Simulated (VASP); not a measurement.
# CdTe (r.b) (F-43m) in VASP: notebook, part 2 of 2

VASP 6.6.1. Earlier steps stand in the parts before.

### 3 Single point, r2SCAN+rVV10

Input file POSCAR:

```
CdTe
1.0
    0.0000000000      3.2591820774      3.2591820774
    3.2591820774      0.0000000000      3.2591820774
    3.2591820774      3.2591820774      0.0000000000
Cd Te
1 1
Direct
    0.0000000000      0.0000000000      0.0000000000
    0.2500000000      0.2500000000      0.2500000000
```

Input file INCAR.step1:

```
SYSTEM = CdTe
PREC     = Accurate       ! precision mode
ENCUT    = 550            ! plane-wave cutoff, eV
ISMEAR   = 0              ! smearing method
SIGMA    = 0.02           ! smearing width, eV
LREAL    = .FALSE.        ! projectors in reciprocal space
LASPH    = .TRUE.         ! aspherical terms in the spheres
NELM     = 120            ! most SCF steps
NBANDS   = 16             ! bands
GGA      = PE             ! functional
ALGO     = Normal         ! electronic algorithm
EDIFF    = 1E-5           ! SCF threshold, eV
LWAVE    = .TRUE.         ! write WAVECAR
LCHARG   = .FALSE.        ! write CHGCAR
GGA_COMPAT= .FALSE.
```

Input file INCAR.step2:

```
SYSTEM = CdTe
PREC     = Accurate       ! precision mode
ENCUT    = 550            ! plane-wave cutoff, eV
EDIFF    = 1E-6           ! SCF threshold, eV
ISMEAR   = 0              ! smearing method
SIGMA    = 0.02           ! smearing width, eV
LREAL    = .FALSE.        ! projectors in reciprocal space
LASPH    = .TRUE.         ! aspherical terms in the spheres
NELM     = 120            ! most SCF steps
ALGO     = Normal         ! electronic algorithm
ISIF     = 2              ! what is computed and relaxed
LWAVE    = .FALSE.        ! write WAVECAR
LCHARG   = .TRUE.         ! write CHGCAR
METAGGA  = R2SCAN         ! meta-GGA
LMIXTAU  = .TRUE.       
LUSE_VDW = .TRUE.       
IVDW_NL  = 2            
BPARAM   = 11.95        
CPARAM   = 0.0093       
LELF     = .TRUE.         ! ELF
LVHAR    = .TRUE.       
NBANDS   = 16             ! bands
ISTART   = 1            
GGA_COMPAT= .FALSE.
```

Input file KPOINTS:

```
Automatic mesh
0
G
  8 8 8
  0 0 0
```

Potentials or basis: VASP PAW PBE potentials, release 64 (Cd, Te).

On the command line:

```console
$ cat potpaw_PBE.64/Cd/POTCAR potpaw_PBE.64/Te/POTCAR > POTCAR
$ cp INCAR.step1 INCAR
$ mpirun -np 1 vasp_std > vasp.out
$ cp INCAR.step2 INCAR
$ mpirun -np 1 vasp_std > vasp.out
```

OUTCAR:

```text
SYSTEM = CdTe
   PREC = Accurate
   ENCUT = 550
   EDIFF = 1E-6
   ISMEAR = 0
   LREAL = .FALSE.
   LASPH = .TRUE.
   NELM = 120
   ISIF = 2
   METAGGA = R2SCAN
   IVDW_NL = 2
   BPARAM = 11.95
   ISTART = 1

 ion  position               nearest neighbor table
   1  0.000  0.000  0.000-   2 2.82   2 2.82   2 2.82   2 2.82
   2  0.250  0.250  0.250-   1 2.82   1 2.82   1 2.82   1 2.82

  LATTYP: Found a face centered cubic cell.
 ALAT       =     6.5183641548

  Lattice vectors:

 A1 = (   0.0000000000,   3.2591820774,   3.2591820774)
 A2 = (   3.2591820774,   0.0000000000,   3.2591820774)
 A3 = (   3.2591820774,   3.2591820774,   0.0000000000)

Analysis of symmetry for initial positions (statically):
=====================================================================
 Subroutine PRICEL returns:
 Original cell was already a primitive cell.

 Routine SETGRP: Setting up the symmetry group for a
 face centered cubic supercell.

 Subroutine GETGRP returns: Found 24 space group operations
 (whereof 24 operations were pure point group operations)
 out of a pool of 48 trial point group operations.

The static configuration has the point symmetry T_d .

Analysis of symmetry for dynamics (positions and initial velocities):
=====================================================================
 Subroutine PRICEL returns:
 Original cell was already a primitive cell.

 Routine SETGRP: Setting up the symmetry group for a
 face centered cubic supercell.

 Subroutine GETGRP returns: Found 24 space group operations
 (whereof 24 operations were pure point group operations)
 out of a pool of 48 trial point group operations.

The dynamic configuration has the point symmetry T_d .

 Subroutine INISYM returns: Found 24 space group operations
 (whereof 24 operations are pure point group operations),
 and found     1 'primitive' translations

----------------------------------------------------------------------------------------

                                     Primitive cell

  volume of cell :      69.2398

  direct lattice vectors                    reciprocal lattice vectors
     0.000000000  3.259182077  3.259182077    -0.153412724  0.153412724  0.153412724
     3.259182077  0.000000000  3.259182077     0.153412724 -0.153412724  0.153412724
     3.259182077  3.259182077  0.000000000     0.153412724  0.153412724 -0.153412724

  length of vectors
     4.609179496  4.609179496  4.609179496     0.265718632  0.265718632  0.265718632

  position of ions in fractional coordinates (direct lattice)
     0.000000000  0.000000000  0.000000000
     0.250000000  0.250000000  0.250000000

  ion indices of the primitive-cell ions
   primitive index   ion index
                 1           1
                 2           2

----------------------------------------------------------------------------------------

 KPOINTS: Automatic mesh

Automatic generation of k-mesh.
 Grid dimensions read from file:
 generate k-points for:    8    8    8

 Generating k-lattice:

  Cartesian coordinates                     Fractional coordinates (reciprocal lattice)
    -0.019176590  0.019176590  0.019176590     0.125000000  0.000000000  0.000000000
     0.019176590 -0.019176590  0.019176590     0.000000000  0.125000000  0.000000000
     0.019176590  0.019176590 -0.019176590     0.000000000  0.000000000  0.125000000

  Length of vectors
     0.033214829  0.033214829  0.033214829

  Shift w.r.t. Gamma in fractional coordinates (k-lattice)
     0.000000000  0.000000000  0.000000000

 Subroutine IBZKPT returns following result:
 ===========================================

 Found     29 irreducible k-points:

 Following reciprocal coordinates:
            Coordinates               Weight
  0.000000  0.000000  0.000000      1.000000
  0.125000  0.000000  0.000000      8.000000
  0.250000  0.000000  0.000000      8.000000
  0.375000  0.000000  0.000000      8.000000
  0.500000  0.000000  0.000000      4.000000
  0.125000  0.125000  0.000000      6.000000
[... 16 lines left out ...]
  0.500000  0.250000  0.125000     48.000000
 -0.375000  0.250000  0.125000     24.000000
 [... further k-points ...]
   k-points           NKPTS =     29   k-points in BZ     NKDIM =     29   number of bands    NBANDS=     16
   number of dos      NEDOS =    301   number of ions     NIONS =      2
   total plane-waves  NPLWV =  46656
   dimension x,y,z NGX =    36 NGY =   36 NGZ =   36
   dimension x,y,z NGXF=    72 NGYF=   72 NGZF=   72
   ions per type =               1   1
   NGX,Y,Z   is equivalent  to a cutoff of  12.98, 12.98, 12.98 a.u.
   NGXF,Y,Z  is equivalent  to a cutoff of  25.97, 25.97, 25.97 a.u.
 SYSTEM =  CdTe
   PREC   = accura    normal or accurate (medium, high low for compatibility)
   ISTART =      1    job   : 0-new  1-cont  2-samecut
   ICHARG =      0    charge: 1-file 2-atom 10-const
   ISPIN  =      1    spin polarized calculation?
   LNONCOLLINEAR =      F non collinear calculations
   LSORBIT =      F    spin-orbit coupling
   LASPH  =      T    aspherical Exc in radial PAW
   ENCUT  =  550.0 eV  40.42 Ry    6.36 a.u.   8.81  8.81  8.81*2*pi/ulx,y,z
   NELM   =    120;   NELMIN=  2; NELMDL=  0     # of ELM steps
   EDIFF  = 0.1E-05   stopping-criterion for ELM
   LREAL  =      F    real-space projection
   EDIFFG = 0.1E-04   stopping-criterion for IOM
   NSW    =      0    number of steps for IOM
   IBRION =     -1    ionic relax: 0-MD 1-quasi-New 2-CG
   NFREE  =      0    steps in history (QN), initial steepest desc. (CG)
   ISIF   =      2    stress and relaxation
   ISYM   =      2    0-nonsym 1-usesym 2-fastsym
   POTIM  = 0.5000    time-step for ionic-motion
   TEBEG  =    0.0;   TEEND  =   0.0 temperature during run
   PSTRESS=    0.0 pullay stress
   NELECT =      18.0000    total number of electrons
   NUPDOWN=      -1.0000    fix difference up-down
   EMIN   =  10.00;   EMAX   =-10.00  energy-range for DOS
   EFERMI =   0.00;   METHOD = LEGACY
   ISMEAR =     0;   SIGMA  =   0.02  broadening in eV -4-tet -1-fermi 0-gaus
   EFERMI_NEDOS =   21; number of points for ismear=-14 and -15
   IALGO  =     38    algorithm
   IMIX   =      4    mixing-type and parameters
     AMIX     =   0.40;   BMIX     =  1.00
     AMIX_MAG =   1.60;   BMIX_MAG =  1.00
  volume/ion in A,a.u.               =      34.62       233.63
  Fermi-wavevector in a.u.,A,eV,Ry     =   1.044833  1.974449 14.853165  1.091677
  Thomas-Fermi vector in A             =   2.179603
   LORBIT       =      0    0 simple, 1 ext, 2 COOP (PROOUT), +10 PAW based schemes
   METAGGA = R2SCAN    functional components
   LHFCALC =     F    Hartree Fock is set to
   AEXX    =    0.0000 exact exchange contribution
   IVDW_NL    =     2    kernel type
   BPARAM     =11.9500
   IVDW    =     0    specifies the selected vdW correction
   LEPSILON=     F    determine dielectric tensor
   LRPA    =     F    only Hartree local field effects (RPA)
 non-spin polarized calculation
 Gauss-broadening in eV      SIGMA  =   0.02
  energy-cutoff  :      550.00
  volume of cell :       69.24
 maximum number of plane-waves:      2085
   NGX = 17   NGY = 17   NGZ = 17

 number of electron      18.0000001 magnetization

 Free energy of the ion-electron system (eV)
  ---------------------------------------------------
  ext. energy  EPLUGINS =         0.00000000
  ---------------------------------------------------
  free energy    TOTEN  =       -46.00510027 eV

  energy without entropy =      -46.00510027  energy(sigma->0) =      -46.00510027

 E-fermi :   2.0367     XC(G=0):  -9.1013

 val. band max:        1.9316983685   @ k =   0.0000   0.0000   0.0000
 cond. band min:       3.1059419593   @ k =   0.0000   0.0000   0.0000
 fundamental gap:      1.1742435908
 Fermi energy:         2.0366996094

 k-point     1 :       0.0000    0.0000    0.0000
  band No.  band energies     occupation
      1      -9.5023      2.00000
      2      -6.5594      2.00000
      3      -6.5594      2.00000
      4      -6.5594      2.00000
      5      -6.2869      2.00000
      6      -6.2869      2.00000
[... 8 lines left out ...]
     15      11.7085      0.00000
     16      11.7085      0.00000
[... 419 lines left out ...]
 k-point    24 :      -0.3750    0.2500    0.1250
  band No.  band energies     occupation
      1      -9.0439      2.00000
      2      -6.4669      2.00000
      3      -6.4560      2.00000
      4      -6.3022      2.00000
      5      -6.2812      2.00000
      6      -5.8318      2.00000
[... 8 lines left out ...]
     15      12.4399      0.00000
     16      13.0754      0.00000

 [... further k-points ...]

------------------------ aborting loop because EDIFF is reached ----------------------------------------

  FORCE on cell =-STRESS in cart. coord.  units (eV):
  Direction    XX          YY          ZZ          XY          YZ          ZX
  --------------------------------------------------------------------------------------
  -------------------------------------------------------------------------------------
  Total        0.0916090      0.0916090      0.0916090      0.0000000      0.0000000      0.0000000
  in kB        2.1197906      2.1197906      2.1197906      0.0000000      0.0000000      0.0000000
  external PRESSURE =       2.1197906 kB  Pullay stress =       0.0000000 kB

 VOLUME and BASIS-vectors are now :
 -----------------------------------------------------------------------------
  energy-cutoff  :      550.00
  volume of cell :       69.24
      direct lattice vectors                 reciprocal lattice vectors
     0.000000000  3.259182077  3.259182077    -0.153412724  0.153412724  0.153412724
     3.259182077  0.000000000  3.259182077     0.153412724 -0.153412724  0.153412724
     3.259182077  3.259182077  0.000000000     0.153412724  0.153412724 -0.153412724

 POSITION                                       TOTAL-FORCE (eV/Angst)
 -----------------------------------------------------------------------------------
      0.00000      0.00000      0.00000         0.000000      0.000000      0.000000
      1.62959      1.62959      1.62959        -0.000000     -0.000000     -0.000000
 -----------------------------------------------------------------------------------
    total drift:                                0.000000      0.000000      0.000000

  FREE ENERGIE OF THE ION-ELECTRON SYSTEM (eV)
  ---------------------------------------------------
  free  energy   TOTEN  =       -46.0051002716 eV

  energy  without entropy=      -46.0051002716  energy(sigma->0) =      -46.00510027
```

Run time: 1.8 min. Hardware: 1 thread of AMD EPYC 9R45 (Zen 5), shared host; peak memory 0.38 GiB.

Results:

```yaml
Free_energy: -46.0051 eV
Pressure: 0.2 GPa
Band_gap_on_the_k_mesh: 1.17 eV, direct
```

Caveat: the PAW data sets were made with another functional, which shifts forces and pressure a little; spin-orbit coupling is left out, which moves the levels of the heavy elements.
